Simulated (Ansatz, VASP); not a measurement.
# Two plane-wave programs on ZnS

```
Zn S
1.0
    -2.74375    0.03683   -2.76539
    -2.72588   -5.45202    2.82118
    -2.81067    5.46315    2.75866
Zn S
4 4
Direct
  0.51596 0.87460 0.10814
  0.98555 0.35968 0.11079
  0.02298 0.84359 0.63143
  0.43680 0.37675 0.62512
  0.01777 0.02591 0.99992
  0.48780 0.51470 0.01475
  0.50942 0.01366 0.51243
  0.02372 0.49111 0.49741
```

Change from the starting cell: cell x4, atoms moved at random (sigma 0.1 Å) and cell strained at random (1.5 %), then relaxed without symmetry.

Alike in both runs: task relaxation of cell and atoms; functional PBE; k mesh 4 × 2 × 2; occupations gaussian, width 0.1 eV; no spin polarisation.

|  | VASP | Ansatz |
| --- | --- | --- |
| version | VASP 6.6.1 | Ansatz 0.2.0 |
| potentials or method | VASP PAW PBE potentials, release 64 (Zn, S), cutoff 600 eV | scalar-relativistic, plane waves, PAW |
| valence electrons in the cell | 72 | 72 |

```tsv
	VASP	Ansatz	Ansatz less VASP
gap on the k mesh at the Fermi level, each at its own relaxed structure (eV)	1.99	1.98	-0.007
relaxed volume (Å³/atom)	20.22	20.23	+0.010
relaxed length of the cell vector where the two differ most in proportion (Å)	3.862	3.863	+0.0013
```

The k mesh is coarse, so the values compare programs but aren't converged.
